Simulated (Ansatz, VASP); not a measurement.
# Two plane-wave programs on Pb

The input INCAR:

```
SYSTEM = Pb
PREC = Accurate
ENCUT = 520
EDIFF = 1E-6
ISMEAR = 0
SIGMA = 0.15
LREAL = .FALSE.
LASPH = .TRUE.
NELM = 80
ALGO = Fast
ISIF = 2
LWAVE = .FALSE.
LCHARG = .TRUE.
GGA = PE
LELF = .TRUE.
LVHAR = .TRUE.
NBANDS = 13
```

Contents of KPOINTS:

```
regular mesh
0
G
  16 16 16
  0 0 0
```

The input POSCAR:

```
Pb
1.0
    0.0000000000      2.5685920000      2.6673840000
    2.5685920000      0.0000000000      2.6673840000
    2.5685920000      2.5685920000      0.0000000000
Pb
1
Direct
    0.0000000000      0.0000000000      0.0000000000
```

Input for Ansatz:

```yaml
crystal:
  lattice:
    - [0.0, 2.568592, 2.667384]
    - [2.568592, 0.0, 2.667384]
    - [2.568592, 2.568592, 0.0]
  atoms:
    - { symbol: Pb, position: [0.0, 0.0, 0.0] }
basis:
  ecutwfc: 420
kpoints:
  mp_grid: { grid: [16, 16, 16] }
hamiltonian:
  xc: pbe
scf:
  occupations: { method: gaussian, width: 0.15 }
output:
  forces: true
  stress: true
  eigenvalues: true
  write_density: true
  write_potential: true
  elf: true
  volumetric_format: npy
```

Change from the starting cell: strain +0.040 along x and y, +0.080 along z, atoms carried along.

Alike in both runs: task single point; functional PBE; k mesh 16 × 16 × 16; occupations gaussian, width 0.15 eV; no spin polarisation.

|  | VASP | Ansatz |
| --- | --- | --- |
| version | VASP 6.6.1 | Ansatz 0.2.0 |
| potentials or method | VASP PAW PBE potentials, release 64 (Pb_d), cutoff 520 eV | scalar-relativistic, plane waves, PAW |
| valence electrons in the cell | 14 | 14 |

```tsv
	VASP	Ansatz	Ansatz less VASP
gap on the k mesh at the Fermi level (eV)	none	none	-
pressure (GPa)	-3.1	-3.0	+0.04
traceless stress, the component that is largest in VASP (GPa)	-0.17	-0.17	+0.002
```

A gap of «none» marks a metal or a gap that the smearing closes.

Neither program's run includes spin-orbit coupling.
